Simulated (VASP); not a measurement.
Wanted: the native input for a VASP 6.6.1 run.

* Task: single point
* Functional: PBE
* Potentials or basis: VASP PAW PBE potentials, release 64 (W_sv)
* Cutoff: 520 eV
* k mesh: 9 × 9 × 14
* Occupations: fermi-dirac, width 0.1 eV
* Spin: no spin polarisation
* Dipole correction: no
* Further INCAR settings: ALGO = Normal; EDIFF = 1e-07; NBANDS = 28

The structure of W lies in POSCAR:

```
W
1.0
    4.6235737384      0.0000000000      0.0000000000
   -2.3117868692      4.0041323138      0.0000000000
    0.0000000000      0.0000000000      2.5743956664
W
3
Direct
    0.0000000000      1.0000000000      0.0000000000
    0.3333333333      0.6666666667      0.5000000000
    0.6666666667      0.3333333333      0.5000000000
```

This isn't the form of W at room conditions, which is bcc.

These files were run (other wordings do the same):

INCAR

```
SYSTEM = W
  ALGO = Normal
  EDIFF = 1E-7
  ENCUT = 520
  GGA = PE
  ISIF = 2
  ISMEAR = -1
  LASPH = .TRUE.
  LCHARG = .FALSE.
  LREAL = .FALSE.
  LWAVE = .FALSE.
  NBANDS = 28
  NELM = 60
  PREC = Accurate
  SIGMA = 0.1
```

KPOINTS

```
k-points
0
G
  9 9 14
  0 0 0
```

Potentials or basis: VASP PAW PBE potentials, release 64 (W_sv).

Run with:

```sh
$ cat potpaw_PBE.64/W_sv/POTCAR > POTCAR
$ mpirun -np 1 vasp_std > vasp.out
```

It gave:

* Pressure: 13.1 GPa
* Band gap on the k mesh: zero (bands 21 and 22 overlap by 0.97 eV)

Caveat: the cell stands under pressure; spin-orbit coupling is left out, which moves the levels of the heavy elements.

Wall time 3.4 min on 1 thread of Intel Xeon 8259CL, with other jobs on the host, peak memory 0.23 GiB.
